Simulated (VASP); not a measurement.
Wanted: the native input for a VASP 6.6.1 run.

```yaml
Task: relaxation of cell and atoms
Functional: r2SCAN
Potentials_or_basis: VASP PAW PBE potentials, release 64 (B, As, In_d)
Cutoff: 600 eV
k_mesh: 4 × 4 × 4
Occupations: fermi-dirac, width 0.02 eV
Spin: no spin polarisation
Dipole_correction: no
Further_INCAR_settings: ALGO = Normal; EDIFF = 1e-06; IBRION = 2; EDIFFG = -0.005; NSW = 80; ISIF = 3
```

Crystal: InB3As4.

```
CELL_PARAMETERS angstrom
5.18886 0.00000 0.00000
0.00000 5.18886 0.00000
0.00000 0.00000 5.18886
ATOMIC_POSITIONS crystal
B 0.50000 0.00000 0.00000
B 0.00000 0.50000 0.00000
B 0.00000 0.00000 0.50000
As 0.77419 0.22581 0.22581
As 0.22581 0.77419 0.22581
As 0.22581 0.22581 0.77419
As 0.77419 0.77419 0.77419
In 0.50000 0.50000 0.50000
```

One way to write it, as run:

POSCAR

```
InB3As4
1.0
    5.1888617405      0.0000000000      0.0000000000
    0.0000000000      5.1888617405      0.0000000000
    0.0000000000      0.0000000000      5.1888617405
B As In
3 4 1
Direct
    0.5000000000      0.0000000000      0.0000000000
    0.0000000000      0.5000000000      0.0000000000
    0.0000000000      0.0000000000      0.5000000000
    0.7741867302      0.2258132698      0.2258132698
    0.2258132698      0.7741867302      0.2258132698
    0.2258132698      0.2258132698      0.7741867302
    0.7741867302      0.7741867302      0.7741867302
    0.5000000000      0.5000000000      0.5000000000
```

INCAR.step1

```
SYSTEM = InB3As4
  ALGO = Normal
  EDIFF = 1E-4
  ENCUT = 600
  GGA = PE
  ISMEAR = -1
  LASPH = .True.
  LCHARG = .False.
  LREAL = .False.
  LWAVE = .True.
  NELM = 100
  PREC = Accurate
  SIGMA = 0.02
```

INCAR.step2

```
SYSTEM = InB3As4
  ALGO = Normal
  EDIFF = 1E-6
  EDIFFG = -0.005
  ENCUT = 600
  IBRION = 2
  ISIF = 3
  ISMEAR = -1
  ISTART = 1
  LASPH = .True.
  LCHARG = .False.
  LMIXTAU = .True.
  LREAL = .False.
  LWAVE = .False.
  METAGGA = R2SCAN
  NELM = 100
  NSW = 80
  PREC = Accurate
  SIGMA = 0.02
```

KPOINTS

```
k-points
0
Gamma
  4 4 4
  0 0 0
```

Potentials or basis: VASP PAW PBE potentials, release 64 (B, As, In_d).

The run is started by

```bash
$ cat potpaw_PBE.64/B/POTCAR potpaw_PBE.64/As/POTCAR potpaw_PBE.64/In_d/POTCAR > POTCAR
$ cp INCAR.step1 INCAR
$ mpirun -np 1 vasp_std > vasp.out
$ cp INCAR.step2 INCAR
$ mpirun -np 1 vasp_std > vasp.out
```

Results of the run:

```yaml
Relaxed_volume: 17.16 Å³/atom
Relaxed_cell: a = 5.158 Å, b = 5.158 Å, c = 5.158 Å, α = 90.00°, β = 90.00°, γ = 90.00°
Space_group_after_relaxing_to_0.05_Å: P-43m (No. 215)
Energy_gained_by_relaxing: 2.2 meV/atom
Ionic_steps: 5
Pressure_after_relaxing: 0.0 GPa
Band_gap_on_the_k_mesh: 0.08 eV, direct
```

Caveat: the PAW data sets were made with another functional, which shifts forces and pressure a little; spin-orbit coupling is left out, which moves the levels of the heavy elements.

Wall time 6.5 min on 1 thread of AMD EPYC 9R45 96-Core Processor (Zen 5) (shared host), peak memory 0.28 GiB.
